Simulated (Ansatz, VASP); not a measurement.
**Two plane-wave programs on Cr**

File INCAR:

```
SYSTEM = Cr
PREC = Accurate
ENCUT = 520
EDIFF = 1E-6
ISMEAR = 1
SIGMA = 0.01
LREAL = .FALSE.
LASPH = .TRUE.
NELM = 150
ALGO = Normal
ISIF = 2
LWAVE = .FALSE.
LCHARG = .TRUE.
ISPIN = 2
MAGMOM = 3
LORBIT = 11
LMAXMIX = 4
LDAU = .TRUE.
LDAUTYPE = 2
LDAUL = 2
LDAUU = 5.3
LDAUJ = 0
LDAUPRINT = 1
GGA = CA
LELF = .TRUE.
LVHAR = .TRUE.
NBANDS = 16
```

File KPOINTS:

```
Automatic mesh
0
G
  12 12 12
  0 0 0
```

POSCAR

```
Cr
1.0
   -1.4541462833      1.4541462833      1.4541462833
    1.4541462833     -1.4541462833      1.4541462833
    1.4541462833      1.4541462833     -1.4541462833
Cr
1
Direct
    0.0000000000      0.0000000000      0.0000000000
```

Contents of input.yaml:

```yaml
crystal:
  lattice:
    - [-1.4541462833, 1.4541462833, 1.4541462833]
    - [1.4541462833, -1.4541462833, 1.4541462833]
    - [1.4541462833, 1.4541462833, -1.4541462833]
  atoms:
    - { symbol: Cr, position: [0.0, 0.0, 0.0], spin: 3.0 }
hamiltonian:
  xc: lda
  pseudopotentials: { kind: paw }
  hubbard:
    sites: [{ species: Cr, l: d, u_eff: 5.3 }]
    projectors: all-electron-atomic
magnetization:
  spin_polarized: true
kpoints:
  mp_grid: { grid: [12, 12, 12] }
scf:
  occupations: { method: methfessel_paxton, width: 0.01 }
output:
  forces: true
  stress: true
  eigenvalues: true
```

Alike in both runs: task single point; functional LDA; k mesh 12 × 12 × 12; occupations methfessel-paxton of order 1, width 0.01 eV; collinear spin; Hubbard terms Cr d U = 5.3 eV.

```csv
,VASP,Ansatz
version,VASP 6.6.1,Ansatz 0.2.0
potentials or method,"VASP PAW LDA potentials, release 64 (Cr_pv)",Ansatz PAW
plane-wave cutoff (eV),520,420
valence electrons in the cell,12,14
```

Ansatz gave:

```
gap on the k mesh at the Fermi level (eV)                     : none
pressure (GPa)                                                : 104.5
net moment per atom (μB)                                      : 4.57
size of the moment on the site where the two differ most (μB) : 3.95
```

Question: Which values does VASP return?

Answer: gap on the k mesh at the Fermi level (eV): none; pressure (GPa): -17.0; net moment per atom (μB): 0.06; size of the moment on the site where the two differ most (μB): 0.06.

The net moments are unlike, so the other rows may belong to different states. LDA's correlation is that of Perdew and Zunger in VASP and of Perdew and Wang (1992) in Ansatz. Site moments also hang on the region over which each program counts them. The programs project onto different local orbitals, so the same U acts differently, and such runs can settle in different states. A gap of «none» marks a metal or a gap that the smearing closes. VASP's potentials hold 12 valence electrons a cell and Ansatz's 14, so a difference there can come from the potentials and not from the codes.

Noted on Ansatz's run: the magnetic or orbital state may not be the lowest.
